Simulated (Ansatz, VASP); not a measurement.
## BeTe: VASP beside Ansatz

```xyz
8
Lattice="6.8640 0.0000 0.0000 0.0000 6.8640 0.0000 0.0000 0.0000 3.8537" Properties=species:S:1:pos:R:3 pbc="T T T"
Be    4.5984    4.5984    1.9269
Be    1.1663    5.6977    0.9634
Be    2.2657    2.2657    0.0000
Be    5.6977    1.1663    2.8903
Te    5.6763    5.6763    0.0000
Te    2.2443    4.6197    2.8903
Te    1.1877    1.1877    1.9269
Te    4.6197    2.2443    0.9634
```

Alike in both runs: functional PBE; k mesh 4 × 4 × 6; occupations gaussian, width 0.1 eV; no spin polarisation.

Ansatz relaxed the structure, and its values are those at the end. VASP's run is a single point on that final structure, the one shown.

|  | VASP | Ansatz |
| --- | --- | --- |
| version | VASP 6.6.1 | Ansatz 0.2.0 |
| potentials or method | VASP PAW PBE potentials, release 64 (Be, Te), cutoff 520 eV | scalar-relativistic, plane waves, PAW |
| valence electrons in the cell | 32 | 72 |

Ansatz gave:

- gap on the k mesh at the Fermi level (eV): 1.32
- least direct gap on the mesh (eV): 2.26
- pressure (GPa): 0.1
- rms of the force components (eV/Å): 0.017

Problem. Estimate VASP's values.

Solution. gap on the k mesh at the Fermi level (eV): 1.30; least direct gap on the mesh (eV): 2.25; pressure (GPa): 0.2; rms of the force components (eV/Å): 0.019.

The functional is the same, so the differences come from potentials, cutoffs and numerics. VASP's potentials hold 32 valence electrons a cell and Ansatz's 72, so a difference there can come from the potentials and not from the codes.

Neither program's run includes spin-orbit coupling.
